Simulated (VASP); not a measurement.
Write the native input for VASP 6.6.1 that does the following.

```
Task                   : single point
Functional             : LDA
Potentials or basis    : VASP PAW LDA potentials, release 64 (Ca_sv, O)
Cutoff                 : 520 eV
k mesh                 : 7 × 7 × 7
Occupations            : gaussian, width 0.01 eV
Spin                   : no spin polarisation
Dipole correction      : no
Further INCAR settings : ALGO = Normal; EDIFF = 1e-06; NBANDS = 15
```

The structure of CaO (Lime) lies in POSCAR:

```
CaO
1.0
    0.0000000000      2.4381681053      2.4381681053
    2.4381681053      0.0000000000      2.4381681053
    2.4381681053      2.4381681053      0.0000000000
Ca O
1 1
Direct
    0.0000000000      0.0000000000      0.0000000000
    0.5000000000      0.5000000000      0.5000000000
```

One way to write it, as run:

INCAR

```
SYSTEM = CaO
PREC = Accurate ; ENCUT = 520
EDIFF = 1E-6 ; ISMEAR = 0
SIGMA = 0.01 ; LREAL = .False.
LASPH = .True. ; NELM = 80
ALGO = Normal ; ISIF = 2
LWAVE = .False. ; LCHARG = .True.
LELF = .True. ; LVHAR = .True.
NBANDS = 15
```

KPOINTS

```
regular mesh
0
Gamma
  7 7 7
  0 0 0
```

Potentials or basis: VASP PAW LDA potentials, release 64 (Ca_sv, O).

Run with:

```sh
$ cat potpaw_LDA.64/Ca_sv/POTCAR potpaw_LDA.64/O/POTCAR > POTCAR
$ mpirun -np 1 vasp_std > vasp.out
```

Results of the run:

```yaml
Pressure: -10.1 GPa
Band_gap_on_the_k_mesh: 3.57 eV, indirect (least direct gap 3.95 eV)
```

Wall time 6.4 s on 1 thread of AMD EPYC 9R45 (Zen 5) (shared host), peak memory 0.11 GiB.
